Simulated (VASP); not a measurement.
A run of VASP 6.6.1 is set up as follows.

The input INCAR:

```
SYSTEM = Ca
PREC     = Accurate       ! precision mode
ENCUT    = 520            ! plane-wave cutoff, eV
EDIFF    = 1E-6           ! SCF threshold, eV
ISMEAR   = 0              ! smearing method
SIGMA    = 0.1            ! smearing width, eV
LREAL    = .False.        ! projectors in reciprocal space
LASPH    = .True.         ! aspherical terms in the spheres
NELM     = 80             ! most SCF steps
ALGO     = Normal         ! electronic algorithm
ISIF     = 2              ! what is computed and relaxed
LWAVE    = .False.        ! write WAVECAR
LCHARG   = .True.         ! write CHGCAR
GGA      = PS             ! functional
LELF     = .True.         ! ELF
LVHAR    = .True.       
NBANDS   = 11             ! bands
```

KPOINTS

```
Automatic mesh
0
Gamma
  14 14 14
  0 0 0
```

Contents of POSCAR:

```
Ca
1.0
    0.0000000000      2.6828511300      2.6828511300
    2.6828511300      0.0000000000      2.6828511300
    2.6828511300      2.6828511300      0.0000000000
Ca
1
Direct
    0.0000000000      0.0000000000      0.0000000000
```

Potentials or basis: VASP PAW PBE potentials, release 64 (Ca_sv).

Run with:

```sh
$ cat potpaw_PBE.64/Ca_sv/POTCAR > POTCAR
$ mpirun -np 1 vasp_std > vasp.out
```

Q: What does it give for the band gap on the k mesh?

A: Zero (band 5 reaches 2.35 eV, above the bottom of band 6 at 2.17 eV).

Q: Predict the pressure.

A: 0.9 GPa.

Caveat: the cell differs from its parent crystal (strained); the PAW data sets were made with another functional, which shifts forces and pressure a little.
